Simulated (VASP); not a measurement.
Here is a VASP 6.6.1 calculation.

INCAR

```
  PREC = Accurate
  ENCUT = 520
  EDIFF = 1E-6
  ISMEAR = 0
  SIGMA = 0.1
  LREAL = F
  LASPH = T
  NELM = 150
  ALGO = Normal
  ISIF = 2
  LWAVE = F
  LCHARG = F
  ISPIN = 2
  MAGMOM = 2 0 0 0
  LORBIT = 11
  LMAXMIX = 4
  GGA = PE
  NBANDS = 38
```

The input KPOINTS:

```
Automatic mesh
0
Gamma
  4 4 4
```

POSCAR

```
NiGe3
1.0
    4.0263173307      0.0000000000      0.0000000000
    0.0000000000      4.0263173307      0.0000000000
    0.0000000000      0.0000000000      4.0263173307
Ni Ge
1 3
Direct
    0.0000000000      0.0000000000      0.0000000000
    0.0000000000      0.5000000000      0.5000000000
    0.5000000000      0.0000000000      0.5000000000
    0.5000000000      0.5000000000      0.0000000000
```

Potentials or basis: VASP PAW PBE potentials, release 64 (Ni, Ge_d).

Command:

```sh
$ cat potpaw_PBE.64/Ni/POTCAR potpaw_PBE.64/Ge_d/POTCAR > POTCAR
$ mpirun -np 1 vasp_std > vasp.out
```

**Question.** What does it give for the net moment?

**Answer.** 0.28 μB per cell.

**Question.** Estimate the site moments.

**Answer.** Ni +0.17; Ge +0.02 μB.

**Question.** Predict the pressure.

**Answer.** -0.1 GPa.

Caveat: the k points lie up to 0.39 Å⁻¹ apart.
